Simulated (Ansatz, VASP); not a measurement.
**HgTe: VASP beside Ansatz**

Contents of INCAR:

```
ALGO = Normal ; EDIFF = 1E-8
ENCUT = 520 ; GGA = PS
ISIF = 2 ; ISMEAR = -1
LASPH = T ; LCHARG = F
LEFG = T ; LREAL = F
LWAVE = F ; NBANDS = 16
NELM = 100 ; PREC = Accurate
SIGMA = 0.05
```

File KPOINTS:

```
k-points
0
Gamma
  9 9 9
```

File POSCAR:

```
HgTe
1.0
    0.0000000000      3.2342093810      3.2342093810
    3.2342093810      0.0000000000      3.2342093810
    3.2342093810      3.2342093810      0.0000000000
Hg Te
1 1
Direct
    0.0000000000      0.0000000000      0.0000000000
    0.7500000000      0.7500000000      0.7500000000
```

Input for Ansatz:

```yaml
crystal:
  lattice:
    - [0.0, 3.234209381, 3.234209381]
    - [3.234209381, 0.0, 3.234209381]
    - [3.234209381, 3.234209381, 0.0]
  atoms:
    - { symbol: Hg, position: [0.0, 0.0, 0.0] }
    - { symbol: Te, position: [0.75, 0.75, 0.75] }
kpoints:
  mp_grid: { grid: [9, 9, 9] }
scf:
  occupations: { method: fermi_dirac, width: 0.05 }
hamiltonian:
  xc: pbesol
  pseudopotentials: { kind: all_electron, datasets: crystal }
output:
  forces: true
  stress: true
  eigenvalues: true
  efg: { contact_densities: true }
```

Change from the starting cell: volume scaled by 1.01, crystal datasets.

Alike in both runs: task electric field gradients; functional PBEsol; k mesh 9 × 9 × 9; occupations fermi-dirac, width 0.05 eV; no spin polarisation.

|  | VASP | Ansatz |
| --- | --- | --- |
| version | VASP 6.6.1 | Ansatz 0.2.0 |
| potentials or method | VASP PAW PBE potentials, release 64 (Hg, Te), cutoff 520 eV | all-electron PAW with datasets made for the crystal, scalar-relativistic |

VASP gave:

- pressure (GPa): 1.0

**Question.** Estimate Ansatz's values.

**Answer.** Pressure (GPa): 0.9.

VASP's potentials were made for PBE, not for PBEsol. Ansatz ran all-electron here, and VASP with PAW potentials.

Neither program's run includes spin-orbit coupling.
